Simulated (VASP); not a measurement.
# C (Fd-3m) in VASP: notebook, part 2 of 2

VASP 6.6.1. Earlier steps stand in the parts before.

### 3 Single point, PBE (volume scaled by 0.840)

The input, INCAR:

```
SYSTEM = C
ALGO     = Normal         ! electronic algorithm
EDIFF    = 1E-6           ! SCF threshold, eV
ENCUT    = 520            ! plane-wave cutoff, eV
GGA      = PE             ! functional
ISIF     = 2              ! what is computed and relaxed
ISMEAR   = 0              ! smearing method
LASPH    = .TRUE.         ! aspherical terms in the spheres
LCHARG   = .FALSE.        ! write CHGCAR
LREAL    = .FALSE.        ! projectors in reciprocal space
LWAVE    = .FALSE.        ! write WAVECAR
NBANDS   = 11             ! bands
NELM     = 80             ! most SCF steps
PREC     = Accurate       ! precision mode
SIGMA    = 0.05           ! smearing width, eV
```

The input, KPOINTS:

```
k-points
0
G
  22 22 22
  0 0 0
```

The input, POSCAR:

```
C
1.0
    0.0000000000      1.6849573879      1.6849573879
    1.6849573879      0.0000000000      1.6849573879
    1.6849573879      1.6849573879      0.0000000000
C
2
Direct
    0.0000000000      0.0000000000      0.0000000000
    0.2500000000      0.2500000000      0.2500000000
```

Potentials or basis: VASP PAW PBE potentials, release 64 (C).

The run is started by

```console
> cat potpaw_PBE.64/C/POTCAR > POTCAR
> mpirun -np 1 vasp_std > vasp.out
```

It took 14 s on 1 thread of Intel Xeon 6975P-C, shared host; peak memory 0.13 GiB.

It converged, with:

```yaml
Free_energy: -17.6559 eV
Pressure: 105.1 GPa
Band_gap_on_the_k_mesh: 4.52 eV, indirect (least direct gap 6.06 eV)
```

Levels at points of the mesh, in eV from the valence-band top:
```tsv
k point	band 1	band 2	band 3	band 4	band 5	band 6	band 7	band 8	band 9
(0.00, 0.00, 0.00)	-23.91	0.00	0.00	0.00	6.06	6.06	6.06	17.44	21.64
(0.50, 0.00, 0.00)	-17.08	-15.41	-3.27	-3.27	9.16	9.16	11.28	17.21	24.57
(0.50, 0.50, 0.00)	-14.07	-14.07	-7.40	-7.40	5.10	5.10	19.57	19.57	26.68
```

 A k mesh can miss the band edges.

### 4 Single point, PBE (volume scaled by 0.880)

The input, INCAR:

```
PREC = Accurate
ENCUT = 520
EDIFF = 1E-6
ISMEAR = 0
SIGMA = 0.05
LREAL = False
LASPH = True
NELM = 100
ALGO = Normal
ISIF = 2
LWAVE = False
LCHARG = False
GGA = PE
NBANDS = 11
```

The input, KPOINTS:

```
regular mesh
0
Gamma
  22 22 22
```

The input, POSCAR:

```
C
1.0
    0.0000000000      1.7112891002      1.7112891002
    1.7112891002      0.0000000000      1.7112891002
    1.7112891002      1.7112891002      0.0000000000
C
2
Direct
    0.0000000000      0.0000000000      0.0000000000
    0.2500000000      0.2500000000      0.2500000000
```

Potentials or basis: VASP PAW PBE potentials, release 64 (C).

The run is started by

```console
> cat potpaw_PBE.64/C/POTCAR > POTCAR
> mpirun -np 1 vasp_std > vasp.out
```

OUTCAR:

```text
PREC = Accurate
   ENCUT = 520
   EDIFF = 1E-6
   ISMEAR = 0
   LREAL = False
   LASPH = True
   NELM = 100
   ISIF = 2
   GGA = PE

 ion  position               nearest neighbor table
   1  0.000  0.000  0.000-   2 1.48   2 1.48   2 1.48   2 1.48
   2  0.250  0.250  0.250-   1 1.48   1 1.48   1 1.48   1 1.48

  LATTYP: Found a face centered cubic cell.
 ALAT       =     3.4225782004

  Lattice vectors:

 A1 = (   0.0000000000,   1.7112891002,   1.7112891002)
 A2 = (   1.7112891002,   0.0000000000,   1.7112891002)
[... 516 lines left out ...]
      7      22.3525      0.00000
      8      28.4645      0.00000
      9      35.0901      0.00000
     10      38.3965      0.00000
     11      38.6404      0.00000

 [... further k-points ...]
[... 5 lines left out ...]
  --------------------------------------------------------------------------------------
  -------------------------------------------------------------------------------------
  Total        4.4506186      4.4506186      4.4506186     -0.0000000     -0.0000000     -0.0000000
  in kB      711.4277645    711.4277645    711.4277645     -0.0000000     -0.0000000     -0.0000000
  external PRESSURE =     711.4277645 kB  Pullay stress =       0.0000000 kB

 VOLUME and BASIS-vectors are now :
 -----------------------------------------------------------------------------
  energy-cutoff  :      520.00
  volume of cell :       10.02
      direct lattice vectors                 reciprocal lattice vectors
     0.000000000  1.711289100  1.711289100    -0.292177400  0.292177400  0.292177400
     1.711289100  0.000000000  1.711289100     0.292177400 -0.292177400  0.292177400
     1.711289100  1.711289100  0.000000000     0.292177400  0.292177400 -0.292177400

 POSITION                                       TOTAL-FORCE (eV/Angst)
 -----------------------------------------------------------------------------------
      0.00000      0.00000      0.00000        -0.000000     -0.000000     -0.000000
      0.85564      0.85564      0.85564         0.000000      0.000000      0.000000
 -----------------------------------------------------------------------------------
    total drift:                               -0.000000     -0.000000     -0.000000

  FREE ENERGIE OF THE ION-ELECTRON SYSTEM (eV)
  ---------------------------------------------------
  free  energy   TOTEN  =       -17.9056360234 eV

  energy  without entropy=      -17.9056360234  energy(sigma->0) =      -17.90563602
```

Wall time 18 s (1 thread of Intel Xeon 6975P-C, shared host); peak memory 0.14 GiB.

What came out:

| Quantity | Value |
| --- | --- |
| Free energy | -17.9056 eV |
| Pressure | 71.1 GPa |
| Band gap on the k mesh | 4.41 eV, indirect (least direct gap 5.93 eV) |

### 5 Single point, PBE (volume scaled by 0.920)

The input, INCAR:

```
SYSTEM = C
  ALGO = Normal
  EDIFF = 1E-6
  ENCUT = 520
  GGA = PE
  ISIF = 2
  ISMEAR = 0
  LASPH = .TRUE.
  LCHARG = .FALSE.
  LREAL = .FALSE.
  LWAVE = .FALSE.
  NBANDS = 11
  NELM = 100
  PREC = Accurate
  SIGMA = 0.05
```

The input, KPOINTS:

```
k-points
0
G
  22 22 22
  0 0 0
```

The input, POSCAR:

```
C
1.0
    0.0000000000      1.7368344947      1.7368344947
    1.7368344947      0.0000000000      1.7368344947
    1.7368344947      1.7368344947      0.0000000000
C
2
Direct
    0.0000000000      0.0000000000      0.0000000000
    0.2500000000      0.2500000000      0.2500000000
```

The run is started by

```console
> cat potpaw_PBE.64/C/POTCAR > POTCAR
> mpirun -np 1 vasp_std > vasp.out
```

It took 20 s on 1 thread of Intel Xeon 6975P-C, shared host; peak memory 0.13 GiB.

The run converged. Its results:

| Quantity | Value |
| --- | --- |
| Free energy | -18.0675 eV |
| Pressure | 43.1 GPa |
| Band gap on the k mesh | 4.31 eV, indirect (least direct gap 5.81 eV) |

Levels at points of the mesh, in eV from the valence-band top:
```
           k point  band 2  band 3  band 4  band 5  band 6  band 7
(0.00, 0.00, 0.00)    0.00    0.00    0.00    5.81    5.81    5.81
(0.50, 0.00, 0.00)  -14.28   -3.01   -3.01    8.79    8.79    9.95
(0.50, 0.50, 0.00)  -13.35   -6.79   -6.79    4.92    4.92   18.05
```

### 6 Single point, PBE (volume scaled by 0.960)

The input, INCAR:

```
SYSTEM = C
ALGO     = Normal         ! electronic algorithm
EDIFF    = 1E-7           ! SCF threshold, eV
ENCUT    = 520            ! plane-wave cutoff, eV
GGA      = PE             ! functional
ISIF     = 2              ! what is computed and relaxed
ISMEAR   = 0              ! smearing method
LASPH    = .True.         ! aspherical terms in the spheres
LCHARG   = .False.        ! write CHGCAR
LREAL    = .False.        ! projectors in reciprocal space
LWAVE    = .False.        ! write WAVECAR
NBANDS   = 11             ! bands
NELM     = 80             ! most SCF steps
PREC     = Accurate       ! precision mode
SIGMA    = 0.05           ! smearing width, eV
```

The input, KPOINTS:

```
k-points
0
Gamma
  22 22 22
  0 0 0
```

The input, POSCAR:

```
C
1.0
    0.0000000000      1.7616497688      1.7616497688
    1.7616497688      0.0000000000      1.7616497688
    1.7616497688      1.7616497688      0.0000000000
C
2
Direct
    0.0000000000      0.0000000000      0.0000000000
    0.2500000000      0.2500000000      0.2500000000
```

Potentials or basis: VASP PAW PBE potentials, release 64 (C).

The run is started by

```console
> cat potpaw_PBE.64/C/POTCAR > POTCAR
> mpirun -np 1 vasp_std > vasp.out
```

OUTCAR:

```text
SYSTEM = C
   EDIFF = 1E-7
   ENCUT = 520
   GGA = PE
   ISIF = 2
   ISMEAR = 0
   LASPH = .True.
   LREAL = .False.
   NELM = 80
   PREC = Accurate

 ion  position               nearest neighbor table
   1  0.000  0.000  0.000-   2 1.53   2 1.53   2 1.53   2 1.53
   2  0.250  0.250  0.250-   1 1.53   1 1.53   1 1.53   1 1.53

  LATTYP: Found a face centered cubic cell.
 ALAT       =     3.5232995376

  Lattice vectors:

 A1 = (   0.0000000000,   1.7616497688,   1.7616497688)
 A2 = (   1.7616497688,   0.0000000000,   1.7616497688)
 A3 = (   1.7616497688,   1.7616497688,   0.0000000000)

Analysis of symmetry for initial positions (statically):
=====================================================================
 Subroutine PRICEL returns:
 Original cell was already a primitive cell.

 Routine SETGRP: Setting up the symmetry group for a
 face centered cubic supercell.

 Subroutine GETGRP returns: Found 48 space group operations
 (whereof 24 operations were pure point group operations)
 out of a pool of 48 trial point group operations.

The static configuration has the point symmetry T_d .
 The point group associated with its full space group is O_h .
[... 173 lines left out ...]
      3      10.2693      2.00000
      4      10.2693      2.00000
      5      15.9612      0.00000
      6      15.9612      0.00000
      7      15.9612      0.00000
      8      24.4544      0.00000
      9      30.0411      0.00000
     10      37.2114      0.00000
     11      37.2114      0.00000
[... 309 lines left out ...]
 k-point    24 :      -0.4545    0.0455    0.0000
  band No.  band energies     occupation
      1      -5.9261      2.00000
      2      -3.1717      2.00000
      3       7.0986      2.00000
      4       7.3545      2.00000
      5      18.8704      0.00000
      6      18.9947      0.00000
      7      19.7881      0.00000
      8      26.3100      0.00000
      9      32.4165      0.00000
     10      35.2549      0.00000
     11      36.0995      0.00000

 [... further k-points ...]

------------------------ aborting loop because EDIFF is reached ----------------------------------------

  FORCE on cell =-STRESS in cart. coord.  units (eV):
  Direction    XX          YY          ZZ          XY          YZ          ZX
  --------------------------------------------------------------------------------------
  -------------------------------------------------------------------------------------
  Total        1.3577151      1.3577151      1.3577151     -0.0000000      0.0000000     -0.0000000
  in kB      198.9438483    198.9438483    198.9438483     -0.0000000      0.0000000     -0.0000000
  external PRESSURE =     198.9438483 kB  Pullay stress =       0.0000000 kB

 VOLUME and BASIS-vectors are now :
 -----------------------------------------------------------------------------
  energy-cutoff  :      520.00
  volume of cell :       10.93
      direct lattice vectors                 reciprocal lattice vectors
     0.000000000  1.761649769  1.761649769    -0.283824861  0.283824861  0.283824861
     1.761649769  0.000000000  1.761649769     0.283824861 -0.283824861  0.283824861
     1.761649769  1.761649769  0.000000000     0.283824861  0.283824861 -0.283824861

 POSITION                                       TOTAL-FORCE (eV/Angst)
 -----------------------------------------------------------------------------------
      0.00000      0.00000      0.00000         0.000000      0.000000     -0.000000
      0.88082      0.88082      0.88082        -0.000000     -0.000000      0.000000
 -----------------------------------------------------------------------------------
    total drift:                                0.000000      0.000000      0.000000

  FREE ENERGIE OF THE ION-ELECTRON SYSTEM (eV)
  ---------------------------------------------------
  free  energy   TOTEN  =       -18.1567187640 eV

  energy  without entropy=      -18.1567187640  energy(sigma->0) =      -18.15671876
```

It took 22 s on 1 thread of Intel Xeon 6975P-C, shared host; peak memory 0.14 GiB.

Results:

```
Free energy            : -18.1567 eV
Pressure               : 19.9 GPa
Band gap on the k mesh : 4.21 eV, indirect (least direct gap 5.69 eV)
```

### 7 The runs side by side

```tsv
cell	gap on the mesh (eV)	pressure (GPa)
a = 2.344 Å, angles 60.0°, 2 atoms	4.64	146.4
a = 2.383 Å, angles 60.0°, 2 atoms	4.52	105.1
a = 2.420 Å, angles 60.0°, 2 atoms	4.41	71.1
a = 2.456 Å, angles 60.0°, 2 atoms	4.31	43.1
a = 2.491 Å, angles 60.0°, 2 atoms	4.21	19.9
```

Alike in all rows: task single point; level PBE; potentials or basis VASP PAW PBE potentials, release 64 (C); no spin polarisation; k mesh 22 × 22 × 22; cutoff (eV) 520; smearing gaussian 0.05 eV.

Absolute energies hang on the potentials; compare differences alone.
